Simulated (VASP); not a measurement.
# SiC (P6/mmm) in VASP: a series of runs, part 2 of 2

VASP 6.6.1.

## (4) Relaxation of cell and atoms, PBE

This run uses another cell than the first one, of 16.28 Å³/atom, 0.847 times its volume.

Input file INCAR:

```
ALGO = Normal ; EDIFF = 1E-7
EDIFFG = -0.04 ; ENCUT = 600
GGA = PE ; IBRION = 2
ISIF = 3 ; ISMEAR = 0
LASPH = T ; LCHARG = F
LREAL = F ; LWAVE = F
NELM = 60 ; NSW = 90
PREC = Accurate ; SIGMA = 0.1
```

Input file KPOINTS:

```
k-points
0
Gamma
  6 6 4
```

Input file POSCAR:

```
SiC
1.0
    5.3835551387      0.0000000000      0.0000000000
   -2.6917775694      4.6622955128      0.0000000000
    0.0000000000      0.0000000000      3.8909469189
Si C
3 3
Direct
    0.5000000000      0.0000000000      0.5000000000
    0.0000000000      0.5000000000      0.5000000000
    0.5000000000      0.5000000000      0.5000000000
    0.0000000000      0.0000000000      0.5000000000
    0.0000000000      0.0000000000      0.8373733173
    0.0000000000      0.0000000000      0.1626266827
```

The run is started by

```bash
$ cat potpaw_PBE.64/Si/POTCAR potpaw_PBE.64/C/POTCAR > POTCAR
$ mpirun -np 1 vasp_std > vasp.out
```

Wall time 77 s (1 thread of Intel Xeon Platinum 8488C (Sapphire Rapids), shared host); peak memory 0.26 GiB.

The run converged. Its results:

```yaml
Free_energy: -35.5563 eV
Relaxed_volume: 16.27 Å³/atom
Relaxed_cell: a = 5.382 Å, b = 5.382 Å, c = 3.891 Å, α = 90.00°, β = 90.00°, γ = 120.00°
Space_group_after_relaxing_to_0.05_Å: P6/mmm (No. 191)
Energy_gained_by_relaxing: 0.5 meV/atom
Ionic_steps: 3
Pressure_after_relaxing: -0.3 GPa
Largest_force_after_relaxing: 0.027 eV/Å
Band_gap_on_the_k_mesh: zero (band 12 reaches 5.90 eV, above the bottom of band 13 at 3.91 eV)
```

Forces on the atoms (eV/Å):
```
Si   0.000  0.000  0.000
Si   0.000  0.000  0.000
Si   0.000  0.000  0.000
C    0.000  0.000  0.000
C    0.000  0.000  0.027
C    0.000  0.000 -0.027
```

Stress tensor (GPa, compression positive):
```
-0.34  0.00  0.00
 0.00 -0.34  0.00
 0.00  0.00 -0.18
```

Step by step:
| step | energy change (eV) | largest force (eV/Å) | pressure (GPa) | volume (Å³) |
| --- | --- | --- | --- | --- |
| 1 | 0.0000 | 0.6737 | -0.25 | 97.66 |
| 2 | 0.1229 | 4.2595 | -0.05 | 97.30 |
| 3 | -0.0028 | 0.0274 | -0.29 | 97.62 |

Final structure:
```xyz
6
Lattice="5.3819 0.0000 0.0000 -2.6910 4.6609 0.0000 0.0000 0.0000 3.8915" Properties=species:S:1:pos:R:3 pbc="T T T"
Si    2.6910    0.0000    1.9457
Si   -1.3455    2.3304    1.9457
Si    1.3455    2.3304    1.9457
C     0.0000    0.0000    1.9457
C     0.0000    0.0000    3.2545
C    -2.6910    4.6609    0.6370
```

Levels at points of the mesh, in eV from the Fermi level:
```tsv
k point	band 9	band 10	band 11	band 12	band 13	band 14	band 15	band 16
(0.00, 0.00, 0.00)	-4.65	-0.17	-0.12	-0.12	2.05	2.05	2.84	2.84
(0.50, 0.00, 0.00)	-2.44	-0.26	0.46	1.19	1.22	1.47	1.59	1.67
(0.00, 0.00, 0.50)	-4.32	-4.32	-4.27	-3.13	0.91	0.91	1.79	1.79
(0.50, 0.00, 0.50)	-3.60	-2.25	-2.05	-1.34	-0.80	0.91	1.57	2.07
```

Caveat: the k points lie up to 0.40 Å⁻¹ apart in the final cell.

## (5) Single point, PBE

This run uses another cell than the first one, of 15.98 Å³/atom, 0.831 times its volume.

Input file INCAR:

```
SYSTEM = SiC
PREC = Accurate
ENCUT = 520
EDIFF = 1E-6
ISMEAR = 0
SIGMA = 0.1
LREAL = .False.
LASPH = .True.
NELM = 100
ALGO = Normal
ISIF = 2
LWAVE = .False.
LCHARG = .True.
GGA = PE
LELF = .True.
LVHAR = .True.
NBANDS = 21
```

Input file KPOINTS:

```
Automatic mesh
0
Gamma
  12 12 10
  0 0 0
```

Input file POSCAR:

```
SiC
1.0
    5.3216441631      0.0000000000      0.0000000000
   -2.6608220816      4.6086790351      0.0000000000
    0.0000000000      0.0000000000      3.9083403324
Si C
3 3
Direct
    0.5000000000      0.0000000000      0.5000000000
    0.0000000000      0.5000000000      0.5000000000
    0.5000000000      0.5000000000      0.5000000000
    0.0000000000      0.0000000000      0.5000000000
    0.0000000000      0.0000000000      0.8374163656
    0.0000000000      0.0000000000      0.1625836344
```

Potentials or basis: VASP PAW PBE potentials, release 64 (Si, C).

The run is started by

```bash
$ cat potpaw_PBE.64/Si/POTCAR potpaw_PBE.64/C/POTCAR > POTCAR
$ mpirun -np 1 vasp_std > vasp.out
```

OUTCAR:

```text
SYSTEM = SiC
   PREC = Accurate
   ENCUT = 520
   EDIFF = 1E-6
   ISMEAR = 0
   LREAL = .False.
   LASPH = .True.
   NELM = 100
   ISIF = 2
   GGA = PE

 ion  position               nearest neighbor table
   1  0.500  0.000  0.500-   2 2.66   2 2.66   3 2.66   3 2.66
   2  0.000  0.500  0.500-   1 2.66   1 2.66   3 2.66   3 2.66
   3  0.500  0.500  0.500-   1 2.66   1 2.66   2 2.66   2 2.66
   4  0.000  0.000  0.500-   5 1.32   6 1.32
   5  0.000  0.000  0.837-   6 1.27   4 1.32
   6  0.000  0.000  0.163-   5 1.27   4 1.32

  LATTYP: Found a hexagonal cell.
 ALAT       =     5.3216441631
 C/A-ratio  =     0.7344234625

  Lattice vectors:

 A1 = (   5.3216441631,   0.0000000000,   0.0000000000)
 A2 = (  -2.6608220816,   4.6086790351,   0.0000000000)
 A3 = (   0.0000000000,   0.0000000000,   3.9083403324)

Analysis of symmetry for initial positions (statically):
=====================================================================
 Subroutine PRICEL returns:
 Original cell was already a primitive cell.

 Routine SETGRP: Setting up the symmetry group for a
 hexagonal supercell.

 Subroutine GETGRP returns: Found 24 space group operations
 (whereof 24 operations were pure point group operations)
 out of a pool of 24 trial point group operations.

The static configuration has the point symmetry D_6h.

Analysis of symmetry for dynamics (positions and initial velocities):
=====================================================================
 Subroutine PRICEL returns:
 Original cell was already a primitive cell.

 Routine SETGRP: Setting up the symmetry group for a
 hexagonal supercell.

 Subroutine GETGRP returns: Found 24 space group operations
 (whereof 24 operations were pure point group operations)
 out of a pool of 24 trial point group operations.

The dynamic configuration has the point symmetry D_6h.

 Subroutine INISYM returns: Found 24 space group operations
 (whereof 24 operations are pure point group operations),
 and found     1 'primitive' translations

----------------------------------------------------------------------------------------

                                     Primitive cell

  volume of cell :      95.8550

  direct lattice vectors                    reciprocal lattice vectors
     5.321644163  0.000000000  0.000000000     0.187911850  0.108490957  0.000000000
    -2.660822082  4.608679035  0.000000000     0.000000000  0.216981914  0.000000000
     0.000000000  0.000000000  3.908340332     0.000000000  0.000000000  0.255863081

  length of vectors
     5.321644163  5.321644163  3.908340332     0.216981914  0.216981914  0.255863081

  position of ions in fractional coordinates (direct lattice)
     0.500000000  0.000000000  0.500000000
     0.000000000  0.500000000  0.500000000
     0.500000000  0.500000000  0.500000000
     0.000000000  0.000000000  0.500000000
     0.000000000  0.000000000  0.837416366
     0.000000000  0.000000000  0.162583634

  ion indices of the primitive-cell ions
   primitive index   ion index
                 1           1
                 2           2
                 3           3
                 4           4
                 5           5
                 6           6

----------------------------------------------------------------------------------------

 KPOINTS: Automatic mesh

Automatic generation of k-mesh.
 Grid dimensions read from file:
 generate k-points for:   12   12   10

 Generating k-lattice:

  Cartesian coordinates                     Fractional coordinates (reciprocal lattice)
     0.015659321  0.009040913  0.000000000     0.083333333  0.000000000  0.000000000
     0.000000000  0.018081826  0.000000000     0.000000000  0.083333333  0.000000000
     0.000000000  0.000000000  0.025586308     0.000000000  0.000000000  0.100000000

  Length of vectors
     0.018081826  0.018081826  0.025586308

  Shift w.r.t. Gamma in fractional coordinates (k-lattice)
     0.000000000  0.000000000  0.000000000

 Subroutine IBZKPT returns following result:
 ===========================================

 Found    114 irreducible k-points:

 Following reciprocal coordinates:
            Coordinates               Weight
  0.000000  0.000000  0.000000      1.000000
  0.083333 -0.000000  0.000000      6.000000
  0.166667  0.000000  0.000000      6.000000
  0.250000 -0.000000  0.000000      6.000000
  0.333333  0.000000  0.000000      6.000000
  0.416667 -0.000000  0.000000      6.000000
[... 16 lines left out ...]
  0.250000 -0.000000  0.100000     12.000000
  0.333333  0.000000  0.100000     12.000000
 [... further k-points ...]
   k-points           NKPTS =    114   k-points in BZ     NKDIM =    114   number of bands    NBANDS=     21
   number of dos      NEDOS =    301   number of ions     NIONS =      6
   total plane-waves  NPLWV =  48000
   dimension x,y,z NGX =    40 NGY =   40 NGZ =   30
   dimension x,y,z NGXF=    80 NGYF=   80 NGZF=   60
   ions per type =               3   3
   NGX,Y,Z   is equivalent  to a cutoff of  12.50, 12.50, 12.76 a.u.
   NGXF,Y,Z  is equivalent  to a cutoff of  24.99, 24.99, 25.52 a.u.
 SYSTEM =  SiC
   PREC   = accura    normal or accurate (medium, high low for compatibility)
   ISTART =      0    job   : 0-new  1-cont  2-samecut
   ICHARG =      2    charge: 1-file 2-atom 10-const
   ISPIN  =      1    spin polarized calculation?
   LNONCOLLINEAR =      F non collinear calculations
   LSORBIT =      F    spin-orbit coupling
   LASPH  =      T    aspherical Exc in radial PAW
   ENCUT  =  520.0 eV  38.22 Ry    6.18 a.u.   9.89  9.89  7.27*2*pi/ulx,y,z
   NELM   =    100;   NELMIN=  2; NELMDL= -5     # of ELM steps
   EDIFF  = 0.1E-05   stopping-criterion for ELM
   LREAL  =      F    real-space projection
   EDIFFG = 0.1E-04   stopping-criterion for IOM
   NSW    =      0    number of steps for IOM
   IBRION =     -1    ionic relax: 0-MD 1-quasi-New 2-CG
   NFREE  =      0    steps in history (QN), initial steepest desc. (CG)
   ISIF   =      2    stress and relaxation
   ISYM   =      2    0-nonsym 1-usesym 2-fastsym
   POTIM  = 0.5000    time-step for ionic-motion
   TEBEG  =    0.0;   TEEND  =   0.0 temperature during run
   PSTRESS=    0.0 pullay stress
   NELECT =      24.0000    total number of electrons
   NUPDOWN=      -1.0000    fix difference up-down
   EMIN   =  10.00;   EMAX   =-10.00  energy-range for DOS
   EFERMI =   0.00;   METHOD = LEGACY
   ISMEAR =     0;   SIGMA  =   0.10  broadening in eV -4-tet -1-fermi 0-gaus
   EFERMI_NEDOS =   21; number of points for ismear=-14 and -15
   IALGO  =     38    algorithm
   IMIX   =      4    mixing-type and parameters
     AMIX     =   0.40;   BMIX     =  1.00
     AMIX_MAG =   1.60;   BMIX_MAG =  1.00
  volume/ion in A,a.u.               =      15.98       107.81
  Fermi-wavevector in a.u.,A,eV,Ry     =   1.031827  1.949871 14.485682  1.064668
  Thomas-Fermi vector in A             =   2.165995
   LORBIT       =      0    0 simple, 1 ext, 2 COOP (PROOUT), +10 PAW based schemes
   GGA     = PE    functional components
   LHFCALC =     F    Hartree Fock is set to
   AEXX    =    0.0000 exact exchange contribution
   IVDW    =     0    specifies the selected vdW correction
   LEPSILON=     F    determine dielectric tensor
   LRPA    =     F    only Hartree local field effects (RPA)
 non-spin polarized calculation
 Gauss-broadening in eV      SIGMA  =   0.10
  energy-cutoff  :      520.00
  volume of cell :       95.85
 maximum number of plane-waves:      2607
 NGX is ok and might be reduce to    40
   NGX = 19   NGY = 19   NGZ = 15

 number of electron      23.9999999 magnetization

 Free energy of the ion-electron system (eV)
  ---------------------------------------------------
  ext. energy  EPLUGINS =         0.00000000
  ---------------------------------------------------
  free energy    TOTEN  =       -35.63489621 eV

  energy without entropy =      -35.62144172  energy(sigma->0) =      -35.62816896

 E-fermi :   4.8329     XC(G=0):  -9.5363

 val. band max:        4.8085411718   @ k =   0.3333   0.2500   0.2000
 cond. band min:       4.8339024953   @ k =   0.4167   0.1667   0.0000
 fundamental gap:      0.0253613234
 Fermi energy:         4.8329137069

 k-point     1 :       0.0000    0.0000    0.0000
  band No.  band energies     occupation
      1     -12.6855      2.00000
      2      -7.5923      2.00000
      3      -7.5278      2.00000
      4      -4.8879      2.00000
      5      -2.8305      2.00000
      6      -2.8305      2.00000
[... 565 lines left out ...]
     20       9.7148      0.00000
     21      11.0642      0.00000

 [... further k-points ...]
[... 5 lines left out ...]
  --------------------------------------------------------------------------------------
  -------------------------------------------------------------------------------------
  Total       -0.0220235     -0.0220235     -0.0817007      0.0000000      0.0000000     -0.0000000
  in kB       -0.3681139     -0.3681139     -1.3655944      0.0000000      0.0000000     -0.0000000
  external PRESSURE =      -0.7006074 kB  Pullay stress =       0.0000000 kB

 VOLUME and BASIS-vectors are now :
 -----------------------------------------------------------------------------
  energy-cutoff  :      520.00
  volume of cell :       95.85
      direct lattice vectors                 reciprocal lattice vectors
     5.321644163  0.000000000  0.000000000     0.187911850  0.108490957  0.000000000
    -2.660822082  4.608679035  0.000000000     0.000000000  0.216981914  0.000000000
     0.000000000  0.000000000  3.908340332     0.000000000  0.000000000  0.255863081

 POSITION                                       TOTAL-FORCE (eV/Angst)
 -----------------------------------------------------------------------------------
      2.66082      0.00000      1.95417        -0.000000      0.000000     -0.000000
     -1.33041      2.30434      1.95417        -0.000000      0.000000     -0.000000
      1.33041      2.30434      1.95417        -0.000000      0.000000     -0.000000
      0.00000      0.00000      1.95417        -0.000000      0.000000     -0.000000
      0.00000      0.00000      3.27291        -0.000000     -0.000000     -0.013375
      0.00000      0.00000      0.63543         0.000000      0.000000      0.013375
 -----------------------------------------------------------------------------------
    total drift:                                0.000000      0.000000     -0.000000

  FREE ENERGIE OF THE ION-ELECTRON SYSTEM (eV)
  ---------------------------------------------------
  free  energy   TOTEN  =       -35.6348962060 eV

  energy  without entropy=      -35.6214417211  energy(sigma->0) =      -35.62816896
```

Wall time 2.3 min (1 thread of Intel Xeon Platinum 8488C (Sapphire Rapids), shared host); peak memory 0.31 GiB.

What came out:

- Free energy: -35.6349 eV
- Pressure: -0.1 GPa
- Largest force: 0.013 eV/Å
- Band gap on the k mesh: zero (band 12 reaches 6.00 eV, above the bottom of band 13 at 4.13 eV)

Forces on the atoms (eV/Å):
```
Si   0.000  0.000  0.000
Si   0.000  0.000  0.000
Si   0.000  0.000  0.000
C    0.000  0.000  0.000
C    0.000  0.000 -0.013
C    0.000  0.000  0.013
```

Stress tensor (GPa, compression positive):
```
-0.04  0.00  0.00
 0.00 -0.04  0.00
 0.00  0.00 -0.14
```

Levels at points of the mesh, in eV from the Fermi level:
```csv
k point,band 10,band 11,band 12,band 13,band 14,band 15
"(0.00, 0.00, 0.00)",-0.29,-0.07,-0.07,2.12,2.12,2.95
"(0.50, 0.00, 0.00)",-0.38,0.49,1.17,1.17,1.48,1.51
"(0.00, 0.00, 0.50)",-4.21,-4.21,-3.16,1.00,1.00,1.98
"(0.50, 0.00, 0.50)",-2.07,-2.05,-1.33,-0.70,0.91,1.71
```

## (6) Single point, PBE, collinear spin, ferromagnetic start

This run uses another cell than the first one, of 16.21 Å³/atom, 0.843 times its volume.

Input file INCAR:

```
PREC     = Accurate       # precision mode
ENCUT    = 520            # plane-wave cutoff, eV
EDIFF    = 1E-7           # SCF threshold, eV
ISMEAR   = 0              # smearing method
SIGMA    = 0.1            # smearing width, eV
LREAL    = F              # projectors in reciprocal space
LASPH    = T              # aspherical terms in the spheres
NELM     = 150            # most SCF steps
ALGO     = Normal         # electronic algorithm
ISIF     = 2              # what is computed and relaxed
LWAVE    = F              # write WAVECAR
LCHARG   = F              # write CHGCAR
ISPIN    = 2              # spin polarisation
MAGMOM   = 0 0 0 1 1 1    # initial moments
LORBIT   = 11             # projections on sites
GGA      = PE             # functional
NBANDS   = 25             # bands
```

Input file KPOINTS:

```
Automatic mesh
0
Gamma
  6 6 4
```

Input file POSCAR:

```
SiC
1.0
    5.3708260158      0.0000000000      0.0000000000
   -2.6854130079      4.6512717690      0.0000000000
    0.0000000000      0.0000000000      3.8934084918
Si C
3 3
Direct
    0.5000000000      0.0000000000      0.5000000000
    0.0000000000      0.5000000000      0.5000000000
    0.5000000000      0.5000000000      0.5000000000
    0.0000000000      0.0000000000      0.5000000000
    0.0000000000      0.0000000000      0.8364604233
    0.0000000000      0.0000000000      0.1635395767
```

Potentials or basis: VASP PAW PBE potentials, release 64 (Si, C).

The run is started by

```bash
$ cat potpaw_PBE.64/Si/POTCAR potpaw_PBE.64/C/POTCAR > POTCAR
$ mpirun -np 1 vasp_std > vasp.out
```

It took 81 s on 1 thread of Intel Xeon Platinum 8488C (Sapphire Rapids), shared host; peak memory 0.27 GiB.

It converged, with:

```yaml
Free_energy: -35.5516 eV
Pressure: -0.1 GPa
Largest_force: 0.032 eV/Å
Band_gap_on_the_k_mesh: zero (filled and empty bands overlap)
Net_moment: 0.00 μB per cell
Valence_electrons_inside_the_program's_atomic_spheres: Si 1.52; C 2.62, 2.67
```

Forces on the atoms (eV/Å):
```
Si   0.000  0.000  0.000
Si   0.000  0.000  0.000
Si   0.000  0.000  0.000
C    0.000  0.000  0.000
C    0.000  0.000 -0.032
C    0.000  0.000  0.032
```

Stress tensor (GPa, compression positive):
```
 0.01  0.00  0.00
 0.00  0.01  0.00
 0.00  0.00 -0.23
```

Levels at points of the mesh, in eV from the Fermi level:
Spin up:
| k point | band 8 | band 9 | band 10 | band 11 | band 12 | band 13 | band 14 | band 15 | band 16 | band 17 |
| --- | --- | --- | --- | --- | --- | --- | --- | --- | --- | --- |
| (0.00, 0.00, 0.00) | -4.94 | -4.68 | -0.19 | -0.12 | -0.12 | 2.04 | 2.04 | 2.84 | 2.84 | 3.63 |
| (0.50, 0.00, 0.00) | -3.49 | -2.44 | -0.29 | 0.46 | 1.17 | 1.19 | 1.46 | 1.57 | 1.67 | 2.34 |
| (0.00, 0.00, 0.50) | -4.33 | -4.33 | -4.33 | -4.30 | -3.14 | 0.92 | 0.92 | 1.81 | 1.81 | 3.56 |
| (0.50, 0.00, 0.50) | -4.48 | -3.60 | -2.22 | -2.06 | -1.34 | -0.80 | 0.90 | 1.59 | 2.08 | 2.93 |
Spin down:
| k point | band 9 | band 10 | band 11 | band 12 | band 13 | band 14 | band 15 | band 16 |
| --- | --- | --- | --- | --- | --- | --- | --- | --- |
| (0.00, 0.00, 0.00) | -4.68 | -0.19 | -0.12 | -0.12 | 2.04 | 2.04 | 2.84 | 2.84 |
| (0.50, 0.00, 0.00) | -2.44 | -0.29 | 0.46 | 1.17 | 1.19 | 1.46 | 1.57 | 1.67 |
| (0.00, 0.00, 0.50) | -4.33 | -4.33 | -4.30 | -3.14 | 0.92 | 0.92 | 1.81 | 1.81 |
| (0.50, 0.00, 0.50) | -3.60 | -2.22 | -2.06 | -1.34 | -0.80 | 0.90 | 1.59 | 2.08 |

Caveat: the k points lie up to 0.40 Å⁻¹ apart.

## (7) Summary

```tsv
task	spin	cell	k mesh	cutoff (eV)	gap on the mesh (eV)	pressure (GPa)	moment (μB)	relaxed volume (Å³/atom)	largest force (eV/Å)
relaxation of cell and atoms	off	relaxed from a = 5.969, b = 5.969, c = 3.739 Å, angles 90.0, 90.0, 120.0°, 6 atoms	3 × 3 × 6	600	none	-0.1	-	16.18	0.04
single point	collinear, ferromagnetic start	a = 3.698, b = 3.698, c = 7.884 Å, angles 90.0, 90.0, 120.0°, 6 atoms	6 × 6 × 2	520	none	63.9	0.70	-	5.62
relaxation of cell and atoms	off	relaxed from a = 5.384, b = 5.384, c = 3.891 Å, angles 90.0, 90.0, 120.0°, 6 atoms	6 × 6 × 4	600	none	-0.3	-	16.27	0.03
single point	off	a = 5.322, b = 5.322, c = 3.908 Å, angles 90.0, 90.0, 120.0°, 6 atoms	12 × 12 × 10	520	none	-0.1	-	-	0.01
single point	collinear, ferromagnetic start	a = 5.371, b = 5.371, c = 3.893 Å, angles 90.0, 90.0, 120.0°, 6 atoms	6 × 6 × 4	520	none	-0.1	0.00	-	0.03
```

Alike in all rows: level PBE; potentials or basis VASP PAW PBE potentials, release 64 (Si, C); smearing gaussian 0.1 eV.

Caveats: some runs use coarse meshes; the volume moved by over 15 % at a fixed basis, so the end points are rough (some runs); this functional lacks dispersion, which binds the layers, so the pressure and a relaxed spacing across them are unreliable (some runs); forces of over 1 eV/Å act on the atoms, so gaps and moduli don't describe the material at rest (some runs).

Absolute energies hang on the potentials; compare differences alone.
